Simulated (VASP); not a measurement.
# RbP2O5 (P6mm) in VASP: further runs

The runs below take RbP2O5 through single point, with PBE.

All numbers are computed with VASP 6.6.1; they aren't measurements. Logs are shortened: lines on timing, memory, paths and dates and some standing lists are left out, and cuts for length are marked.

## Step 1: The cell of the first run

The structure is hexagonal, space group P6mm (No. 183). The conventional cell has a = 5.659 Å, b = 5.659 Å, c = 3.270 Å, α = 90.00°, β = 90.00°, γ = 120.00°. Within 4.2 Å of Rb (site symmetry 6mm) lie 18 O at 3.23 to 3.31 Å and 2 Rb at 3.27 Å and 12 P at 3.54 to 3.78 Å. P (site symmetry 3m) has 5 O at 1.58 to 1.69 Å within 2.1 Å. O (site symmetry 3m) has 2 P at 1.58 to 1.69 Å and 3 O at 2.04 Å within 2.1 Å. Within 2.2 Å of O (site symmetry 2mm) lie 2 P at 1.67 Å and 2 O at 2.04 Å.

The cell was generated, and may not be a known phase.

## Step 2: Single point, PBE

INCAR reads:

```
  PREC = Accurate
  ENCUT = 520
  EDIFF = 1E-6
  ISMEAR = 0
  SIGMA = 0.1
  LREAL = F
  LASPH = T
  NELM = 80
  ALGO = Normal
  ISIF = 2
  LWAVE = F
  LCHARG = F
  GGA = PE
  NBANDS = 34
```

KPOINTS reads:

```
Automatic mesh
0
Gamma
  6 6 6
```

POSCAR reads:

```
RbP2O5
1.0
    5.6589368600      0.0000000000      0.0000000000
   -2.8294684300      4.9007830800      0.0000000000
    0.0000000000      0.0000000000      3.2698627500
Rb P O
1 2 5
Direct
    0.0000000000      0.0000000000      0.0833000000
    0.3333333300      0.6666666700      0.5000000000
    0.6666666700      0.3333333300      0.5000000000
    0.3333333300      0.6666666700      0.9831453100
    0.0000000000      0.5000000000      0.6070381300
    0.5000000000      0.5000000000      0.6070381300
    0.5000000000      0.0000000000      0.6070381300
    0.6666666700      0.3333333300      0.9831453100
```

Potentials or basis: VASP PAW PBE potentials, release 64 (Rb_sv, P, O).

On the command line:

```
cat potpaw_PBE.64/Rb_sv/POTCAR potpaw_PBE.64/P/POTCAR potpaw_PBE.64/O/POTCAR > POTCAR
mpirun -np 1 vasp_std > vasp.out
```

OUTCAR:

```text
PREC = Accurate
   ENCUT = 520
   EDIFF = 1E-6
   ISMEAR = 0
   LREAL = F
   LASPH = T
   NELM = 80
   ISIF = 2
   GGA = PE

 ion  position               nearest neighbor table
   1  0.000  0.000  0.083-   7 3.23   7 3.23   5 3.23   5 3.23   6 3.23   6 3.23   8 3.28   4 3.28
                             8 3.28   4 3.28   8 3.28   4 3.28   7 3.31   7 3.31   5 3.31   6 3.31
   2  0.333  0.667  0.500-   4 1.58   5 1.67   7 1.67   6 1.67   4 1.69   1 3.54   1 3.54   1 3.54
                             1 3.78   1 3.78   1 3.78
   3  0.667  0.333  0.500-   8 1.58   5 1.67   7 1.67   6 1.67   8 1.69   1 3.54   1 3.54   1 3.54
                             1 3.78   1 3.78   1 3.78
   4  0.333  0.667  0.983-   2 1.58   2 1.69   1 3.28   1 3.28   1 3.28
   5  0.000  0.500  0.607-   2 1.67   3 1.67   1 3.23   1 3.23   1 3.31   1 3.31
   6  0.500  0.500  0.607-   2 1.67   3 1.67   1 3.23   1 3.23   1 3.31   1 3.31
   7  0.500  0.000  0.607-   2 1.67   3 1.67   1 3.23   1 3.23   1 3.31   1 3.31
   8  0.667  0.333  0.983-   3 1.58   3 1.69   1 3.28   1 3.28   1 3.28

  LATTYP: Found a hexagonal cell.
 ALAT       =     5.6589368600
 C/A-ratio  =     0.5778228015

  Lattice vectors:

 A1 = (   5.6589368600,   0.0000000000,   0.0000000000)
 A2 = (  -2.8294684300,   4.9007830800,   0.0000000000)
 A3 = (   0.0000000000,   0.0000000000,   3.2698627500)

Analysis of symmetry for initial positions (statically):
=====================================================================
 Subroutine PRICEL returns:
 Original cell was already a primitive cell.

 Routine SETGRP: Setting up the symmetry group for a
 hexagonal supercell.

 Subroutine GETGRP returns: Found 12 space group operations
 (whereof 12 operations were pure point group operations)
 out of a pool of 24 trial point group operations.

The static configuration has the point symmetry C_6v.

Analysis of symmetry for dynamics (positions and initial velocities):
=====================================================================
 Subroutine PRICEL returns:
 Original cell was already a primitive cell.

 Routine SETGRP: Setting up the symmetry group for a
 hexagonal supercell.

 Subroutine GETGRP returns: Found 12 space group operations
 (whereof 12 operations were pure point group operations)
 out of a pool of 24 trial point group operations.

The dynamic configuration has the point symmetry C_6v.

 Subroutine INISYM returns: Found 12 space group operations
 (whereof 12 operations are pure point group operations),
 and found     1 'primitive' translations

----------------------------------------------------------------------------------------

                                     Primitive cell

  volume of cell :      90.6838

  direct lattice vectors                    reciprocal lattice vectors
     5.658936860  0.000000000  0.000000000     0.176711638  0.102024512  0.000000000
    -2.829468430  4.900783080  0.000000000     0.000000000  0.204049023  0.000000000
     0.000000000  0.000000000  3.269862750     0.000000000  0.000000000  0.305823234

  length of vectors
     5.658936860  5.658936861  3.269862750     0.204049023  0.204049023  0.305823234

  position of ions in fractional coordinates (direct lattice)
     0.000000000  0.000000000  0.083300000
     0.333333330  0.666666670  0.500000000
     0.666666670  0.333333330  0.500000000
     0.333333330  0.666666670  0.983145310
     0.000000000  0.500000000  0.607038130
     0.500000000  0.500000000  0.607038130
     0.500000000  0.000000000  0.607038130
     0.666666670  0.333333330  0.983145310

  ion indices of the primitive-cell ions
   primitive index   ion index
                 1           1
                 2           2
                 3           3
                 4           4
                 5           5
                 6           6
                 7           7
                 8           8

----------------------------------------------------------------------------------------

 KPOINTS: Automatic mesh

Automatic generation of k-mesh.
 Grid dimensions read from file:
 generate k-points for:    6    6    6

 Generating k-lattice:

  Cartesian coordinates                     Fractional coordinates (reciprocal lattice)
     0.029451940  0.017004085  0.000000000     0.166666667  0.000000000  0.000000000
     0.000000000  0.034008171  0.000000000     0.000000000  0.166666667  0.000000000
     0.000000000  0.000000000  0.050970539     0.000000000  0.000000000  0.166666667

  Length of vectors
     0.034008171  0.034008171  0.050970539

  Shift w.r.t. Gamma in fractional coordinates (k-lattice)
     0.000000000  0.000000000  0.000000000

 Subroutine IBZKPT returns following result:
 ===========================================

 Found     28 irreducible k-points:

 Following reciprocal coordinates:
            Coordinates               Weight
  0.000000  0.000000  0.000000      1.000000
  0.166667  0.000000  0.000000      6.000000
  0.333333  0.000000  0.000000      6.000000
  0.500000  0.000000  0.000000      3.000000
  0.166667  0.166667  0.000000      6.000000
  0.333333  0.166667  0.000000     12.000000
[... 16 lines left out ...]
  0.166667  0.000000  0.500000      6.000000
  0.333333  0.000000  0.500000      6.000000
 [... further k-points ...]
   k-points           NKPTS =     28   k-points in BZ     NKDIM =     28   number of bands    NBANDS=     34
   number of dos      NEDOS =    301   number of ions     NIONS =      8
   total plane-waves  NPLWV =  42336
   dimension x,y,z NGX =    42 NGY =   42 NGZ =   24
   dimension x,y,z NGXF=    84 NGYF=   84 NGZF=   48
   ions per type =               1   2   5
   NGX,Y,Z   is equivalent  to a cutoff of  12.34, 12.34, 12.20 a.u.
   NGXF,Y,Z  is equivalent  to a cutoff of  24.68, 24.68, 24.40 a.u.
 SYSTEM =  unknown system
   PREC   = accura    normal or accurate (medium, high low for compatibility)
   ISTART =      0    job   : 0-new  1-cont  2-samecut
   ICHARG =      2    charge: 1-file 2-atom 10-const
   ISPIN  =      1    spin polarized calculation?
   LNONCOLLINEAR =      F non collinear calculations
   LSORBIT =      F    spin-orbit coupling
   LASPH  =      T    aspherical Exc in radial PAW
   ENCUT  =  520.0 eV  38.22 Ry    6.18 a.u.  10.52 10.52  6.08*2*pi/ulx,y,z
   NELM   =     80;   NELMIN=  2; NELMDL= -5     # of ELM steps
   EDIFF  = 0.1E-05   stopping-criterion for ELM
   LREAL  =      F    real-space projection
   EDIFFG = 0.1E-04   stopping-criterion for IOM
   NSW    =      0    number of steps for IOM
   IBRION =     -1    ionic relax: 0-MD 1-quasi-New 2-CG
   NFREE  =      0    steps in history (QN), initial steepest desc. (CG)
   ISIF   =      2    stress and relaxation
   ISYM   =      2    0-nonsym 1-usesym 2-fastsym
   POTIM  = 0.5000    time-step for ionic-motion
   TEBEG  =    0.0;   TEEND  =   0.0 temperature during run
   PSTRESS=    0.0 pullay stress
   NELECT =      49.0000    total number of electrons
   NUPDOWN=      -1.0000    fix difference up-down
   EMIN   =  10.00;   EMAX   =-10.00  energy-range for DOS
   EFERMI =   0.00;   METHOD = LEGACY
   ISMEAR =     0;   SIGMA  =   0.10  broadening in eV -4-tet -1-fermi 0-gaus
   EFERMI_NEDOS =   21; number of points for ismear=-14 and -15
   IALGO  =     38    algorithm
   IMIX   =      4    mixing-type and parameters
     AMIX     =   0.40;   BMIX     =  1.00
     AMIX_MAG =   1.60;   BMIX_MAG =  1.00
  volume/ion in A,a.u.               =      11.34        76.50
  Fermi-wavevector in a.u.,A,eV,Ry     =   1.333410  2.519779 24.190902  1.777981
  Thomas-Fermi vector in A             =   2.462270
   LORBIT       =      0    0 simple, 1 ext, 2 COOP (PROOUT), +10 PAW based schemes
   GGA     = PE    functional components
   LHFCALC =     F    Hartree Fock is set to
   AEXX    =    0.0000 exact exchange contribution
   IVDW    =     0    specifies the selected vdW correction
   LEPSILON=     F    determine dielectric tensor
   LRPA    =     F    only Hartree local field effects (RPA)
 non-spin polarized calculation
 Gauss-broadening in eV      SIGMA  =   0.10
  energy-cutoff  :      520.00
  volume of cell :       90.68
 maximum number of plane-waves:      2478
   NGX = 21   NGY = 21   NGZ = 13

 number of electron      49.0000018 magnetization

 Free energy of the ion-electron system (eV)
  ---------------------------------------------------
  ext. energy  EPLUGINS =         0.00000000
  ---------------------------------------------------
  free energy    TOTEN  =       -43.66852548 eV

  energy without entropy =      -43.66709646  energy(sigma->0) =      -43.66781097

 E-fermi :   8.8439     XC(G=0): -10.5782

 val. band max:        8.7549474964   @ k =   0.1667   0.0000   0.0000
 cond. band min:       9.0287586900   @ k =   0.1667   0.1667   0.0000
 fundamental gap:      0.2738111936
 Fermi energy:         8.8439045677

 k-point     1 :       0.0000    0.0000    0.0000
  band No.  band energies     occupation
      1     -21.8152      2.00000
      2     -18.2985      2.00000
      3     -15.9777      2.00000
      4     -14.9325      2.00000
      5     -14.9325      2.00000
      6     -12.1319      2.00000
[... 26 lines left out ...]
     33      13.1969      0.00000
     34      13.1969      0.00000

 k-point     2 :       0.1667    0.0000    0.0000
  band No.  band energies     occupation
      1     -21.8126      2.00000
      2     -18.2286      2.00000
      3     -16.3545      2.00000
      4     -14.9359      2.00000
      5     -14.5250      2.00000
      6     -12.2278      2.00000
[... 26 lines left out ...]
     33      13.1290      0.00000
     34      13.4344      0.00000

 k-point     3 :       0.3333    0.0000    0.0000
  band No.  band energies     occupation
      1     -21.8076      2.00000
      2     -18.0328      2.00000
      3     -16.9114      2.00000
      4     -14.9425      2.00000
      5     -13.8877      2.00000
      6     -12.4924      2.00000
[... 26 lines left out ...]
     33      13.4165      0.00000
     34      14.0739      0.00000

 k-point     4 :       0.5000    0.0000    0.0000
  band No.  band energies     occupation
      1     -21.8052      2.00000
      2     -17.8590      2.00000
      3     -17.2192      2.00000
      4     -14.9458      2.00000
      5     -13.5136      2.00000
      6     -12.7256      2.00000
[... 26 lines left out ...]
     33      13.3586      0.00000
     34      14.7132      0.00000

 k-point     5 :       0.1667    0.1667    0.0000
  band No.  band energies     occupation
      1     -21.8089      2.00000
      2     -18.0921      2.00000
      3     -16.7771      2.00000
      4     -14.9390      2.00000
      5     -14.0476      2.00000
      6     -12.4122      2.00000
[... 621 lines left out ...]
 k-point    22 :       0.0000    0.0000    0.5000
  band No.  band energies     occupation
      1     -21.5772      2.00000
      2     -17.2497      2.00000
      3     -14.9286      2.00000
      4     -14.7479      2.00000
      5     -14.7479      2.00000
      6     -14.1909      2.00000
[... 26 lines left out ...]
     33      14.1006      0.00000
     34      14.1400      0.00000

 k-point    23 :       0.1667    0.0000    0.5000
  band No.  band energies     occupation
      1     -21.5767      2.00000
      2     -17.1736      2.00000
      3     -15.3630      2.00000
      4     -14.7498      2.00000
      5     -14.4401      2.00000
      6     -14.1821      2.00000
[... 26 lines left out ...]
     33      13.6834      0.00000
     34      14.0939      0.00000

 k-point    24 :       0.3333    0.0000    0.5000
  band No.  band energies     occupation
      1     -21.5756      2.00000
      2     -16.9648      2.00000
      3     -15.8815      2.00000
      4     -14.7535      2.00000
      5     -14.2343      2.00000
      6     -14.1620      2.00000
[... 26 lines left out ...]
     33      13.6212      0.00000
     34      14.0413      0.00000

 [... further k-points ...]

------------------------ aborting loop because EDIFF is reached ----------------------------------------

  FORCE on cell =-STRESS in cart. coord.  units (eV):
  Direction    XX          YY          ZZ          XY          YZ          ZX
  --------------------------------------------------------------------------------------
  -------------------------------------------------------------------------------------
  Total       16.9395196     16.9395196     21.4298965      0.0000000      0.0000000      0.0000000
  in kB      299.2828417    299.2828418    378.6176044      0.0000000      0.0000000      0.0000000
  external PRESSURE =     325.7277627 kB  Pullay stress =       0.0000000 kB

 VOLUME and BASIS-vectors are now :
 -----------------------------------------------------------------------------
  energy-cutoff  :      520.00
  volume of cell :       90.68
      direct lattice vectors                 reciprocal lattice vectors
     5.658936860  0.000000000  0.000000000     0.176711638  0.102024512  0.000000000
    -2.829468430  4.900783080  0.000000000     0.000000000  0.204049023  0.000000000
     0.000000000  0.000000000  3.269862750     0.000000000  0.000000000  0.305823234

 POSITION                                       TOTAL-FORCE (eV/Angst)
 -----------------------------------------------------------------------------------
      0.00000      0.00000      0.27238         0.000000      0.000000     -0.216998
     -0.00000      3.26719      1.63493        -0.000000     -0.000000     -2.337820
      2.82947      1.63359      1.63493        -0.000000      0.000000     -2.337820
     -0.00000      3.26719      3.21475         0.000000      0.000000      8.733751
     -1.41473      2.45039      1.98493         0.000000     -0.000000     -4.191621
      1.41473      2.45039      1.98493         0.000000     -0.000000     -4.191621
      2.82947      0.00000      1.98493         0.000000     -0.000000     -4.191621
      2.82947      1.63359      3.21475         0.000000      0.000000      8.733751
 -----------------------------------------------------------------------------------
    total drift:                                0.000000      0.000000     -0.000432

  FREE ENERGIE OF THE ION-ELECTRON SYSTEM (eV)
  ---------------------------------------------------
  free  energy   TOTEN  =       -43.6685254792 eV

  energy  without entropy=      -43.6670964622  energy(sigma->0) =      -43.66781097
```

Run time: 51 s. Hardware: 1 thread of Intel Xeon Platinum 8488C (Sapphire Rapids), shared host; peak memory 0.23 GiB.

What came out:

```yaml
Free_energy: -43.6685 eV
Pressure: 32.6 GPa
Largest_force: 8.734 eV/Å
Band_gap_on_the_k_mesh: zero (an odd number of electrons rules out a gap without spin polarisation)
```

Forces on the atoms (eV/Å):
```
Rb   0.000  0.000 -0.217
P    0.000  0.000 -2.338
P    0.000  0.000 -2.338
O    0.000  0.000  8.734
O    0.000  0.000 -4.192
O    0.000  0.000 -4.192
O    0.000  0.000 -4.192
O    0.000  0.000  8.734
```

Stress tensor (GPa, compression positive):
```
29.93  0.00  0.00
 0.00 29.93  0.00
 0.00  0.00 37.86
```

Caveat: the stress differs along the axes, from 30 to 38 GPa; an odd number of electrons without spin polarisation forces a metal; a magnetic or distorted state may lie lower.

## Step 3: Single point, PBE

This run uses another cell than the first one, of 18.18 Å³/atom.

INCAR reads:

```
SYSTEM = RbP2O5
ALGO = Normal ; EDIFF = 1E-6
ENCUT = 520 ; GGA = PE
ISIF = 2 ; ISMEAR = 0
LASPH = .TRUE. ; LCHARG = .FALSE.
LREAL = .FALSE. ; LWAVE = .FALSE.
NBANDS = 34 ; NELM = 60
PREC = Accurate ; SIGMA = 0.1
```

KPOINTS reads:

```
k-points
0
G
  6 6 6
  0 0 0
```

POSCAR reads:

```
RbP2O5
1.0
    5.4333201349      0.0000000000      0.0000000000
   -2.7166600675      4.7053932637      0.0000000000
    0.0000000000      0.0000000000      5.6890019056
Rb P O
1 2 5
Direct
    0.0000000000      0.0000000000     -0.0406012416
    0.3333333333      0.6666666667      0.4413563018
    0.6666666667      0.3333333333      0.4413563018
    0.3333333333      0.6666666667      1.1794781819
    0.0000000000      0.5000000000      0.5565457614
    0.5000000000      0.5000000000      0.5565457614
    0.5000000000      0.0000000000      0.5565457614
    0.6666666667      0.3333333333      1.1794781819
```

Potentials or basis: VASP PAW PBE potentials, release 64 (Rb_sv, P, O).

On the command line:

```
cat potpaw_PBE.64/Rb_sv/POTCAR potpaw_PBE.64/P/POTCAR potpaw_PBE.64/O/POTCAR > POTCAR
mpirun -np 1 vasp_std > vasp.out
```

It took 84 s on 1 thread of Intel Xeon Platinum 8488C (Sapphire Rapids), shared host; peak memory 0.3 GiB.

Results (log left out):

| Item | Value |
| --- | --- |
| Free energy | -51.0580 eV |
| Pressure | -0.3 GPa |
| Largest force | 0.047 eV/Å |
| Band gap on the k mesh | zero (an odd number of electrons rules out a gap without spin polarisation) |

Forces on the atoms (eV/Å):
```
Rb   0.000  0.000  0.001
P    0.000  0.000  0.034
P    0.000  0.000  0.034
O    0.000  0.000  0.036
O    0.000  0.000 -0.047
O    0.000  0.000 -0.047
O    0.000  0.000 -0.047
O    0.000  0.000  0.036
```

Stress tensor (GPa, compression positive):
```
-0.34  0.00  0.00
 0.00 -0.34  0.00
 0.00  0.00 -0.19
```

Levels at points of the mesh, in eV from the Fermi level:
| k point | band 21 | band 22 | band 23 | band 24 | band 25 | band 26 | band 27 | band 28 | band 29 | band 30 |
| --- | --- | --- | --- | --- | --- | --- | --- | --- | --- | --- |
| (0.00, 0.00, 0.00) | -4.70 | -4.70 | -4.65 | -4.65 | -1.79 | 1.13 | 3.31 | 3.31 | 3.80 | 3.96 |
| (0.50, 0.00, 0.00) | -4.69 | -4.67 | -4.64 | -4.52 | 0.47 | 2.37 | 3.31 | 3.91 | 3.92 | 4.41 |
| (0.00, 0.00, 0.50) | -4.64 | -4.64 | -4.56 | -4.56 | -1.57 | 2.29 | 3.05 | 3.05 | 3.23 | 3.35 |
| (0.50, 0.00, 0.50) | -4.69 | -4.66 | -4.55 | -4.54 | 0.58 | 2.88 | 3.35 | 3.75 | 3.81 | 4.19 |

Caveat: an odd number of electrons without spin polarisation forces a metal; a magnetic or distorted state may lie lower.

The gap in the log of VASP goes by the Fermi energy; the results here count the filled bands.